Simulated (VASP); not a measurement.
A run of VASP 6.6.1:

Contents of INCAR:

```
  PREC = Accurate
  ENCUT = 520
  EDIFF = 1E-6
  ISMEAR = 0
  SIGMA = 0.15
  LREAL = F
  LASPH = T
  NELM = 100
  ALGO = Fast
  ISIF = 2
  LWAVE = F
  LCHARG = F
  GGA = PE
  NBANDS = 16
```

Contents of KPOINTS:

```
regular mesh
0
Gamma
  10 10 14
```

The input POSCAR:

```
Al2Cu
1.0
    4.0250000000      0.0000000000      0.0000000000
    0.0000000000      4.0250000000      0.0000000000
    0.0000000000      0.0000000000      2.7309000000
Al Cu
2 1
Direct
    0.5000000000      0.0000000000      0.5000000000
    0.0000000000      0.5000000000      0.5000000000
    0.0000000000      0.0000000000      0.0000000000
```

Potentials or basis: VASP PAW PBE potentials, release 64 (Al, Cu).

Command:

```bash
$ cat potpaw_PBE.64/Al/POTCAR potpaw_PBE.64/Cu/POTCAR > POTCAR
$ mpirun -np 1 vasp_std > vasp.out
```

Hardware: 1 thread of Intel(R) Xeon(R) 6975P-C (Granite Rapids), on a shared host.

Q: How long does it take, and how much memory?

A: Wall time 60 s on 1 thread of Intel(R) Xeon(R) 6975P-C (Granite Rapids) (shared host), peak memory 0.23 GiB. Counts: scf iterations 19, k points 168.
